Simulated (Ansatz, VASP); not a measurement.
SnS2 in VASP and in Ansatz

```
Sn S
1.0
     3.65919    0.00000    0.00000
    -1.82959    3.16895    0.00000
     0.00000    0.00000    5.95127
Sn S
1 2
Direct
  0.00000 0.00000 0.00000
  0.33333 0.66667 0.24559
  0.66667 0.33333 0.75441
```

Alike in both runs: functional r2SCAN; dispersion D3(BJ); k mesh 9 × 9 × 6; occupations gaussian, width 0.02 eV; no spin polarisation.

Ansatz relaxed the structure, and its values are those at the end. VASP's run is a single point on that final structure, the one shown.

```csv
,VASP,Ansatz
version,VASP 6.6.1,Ansatz 0.2.0
potentials or method,"VASP PAW PBE potentials, release 64 (Sn_d, S), cutoff 550 eV","scalar-relativistic, plane waves, PAW"
valence electrons in the cell,26,26
```

VASP gave:

- gap on the k mesh at the Fermi level (eV): 1.78
- least direct gap on the mesh (eV): 2.26
- pressure (GPa): 0.0

**Question.** What did Ansatz give for the same quantities?

**Answer.** gap on the k mesh at the Fermi level (eV): 1.76; least direct gap on the mesh (eV): 2.26; pressure (GPa): 0.0.

VASP's potentials were made for PBE, not for r2SCAN. Ansatz's warnings: dispersion damping borrowed.
